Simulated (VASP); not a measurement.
The system is AlNi2.

```
CELL_PARAMETERS angstrom
3.97400 0.00000 0.00000
-1.98700 3.44159 0.00000
0.00000 0.00000 4.90426
ATOMIC_POSITIONS crystal
Al 0.33333 0.66667 0.18987
Al 0.66667 0.33333 0.81013
Ni 0.33333 0.66667 0.68511
Ni 0.66667 0.33333 0.31489
Ni 0.00000 0.00000 0.50000
Ni 0.00000 0.00000 0.00000
```

Base run:

| Quantity | Value |
| --- | --- |
| Program | VASP 6.6.1 |
| Functional | r2SCAN |
| Potentials or basis | VASP PAW PBE potentials, release 64 (Al, Ni) |
| Cutoff | 520 eV |
| k mesh | 6 × 6 × 4, shifted |
| Occupations | gaussian, width 0.1 eV |
| Spin | no spin polarisation |

Its results: band gap on the k mesh zero (bands 23 and 24 overlap by 3.25 eV); pressure 0.6 GPa; largest force 0.009 eV/Å.

Task: The run is repeated on the same cell with these changes: k mesh from 6 × 6 × 4, shifted to 3 × 3 × 2, through Γ; further incar settings from ALGO = Normal; EDIFF = 1e-06; NBANDS = 32; ISYM = 0 to ALGO = Normal; EDIFF = 1e-07; NBANDS = 32. What comes out?

Result: Band gap on the k mesh zero (bands 23 and 24 overlap by 4.34 eV); pressure 1.1 GPa; largest force 0.156 eV/Å.

Caveats: some runs use coarse meshes; the PAW data sets were made with another functional, which shifts forces and pressure a little.
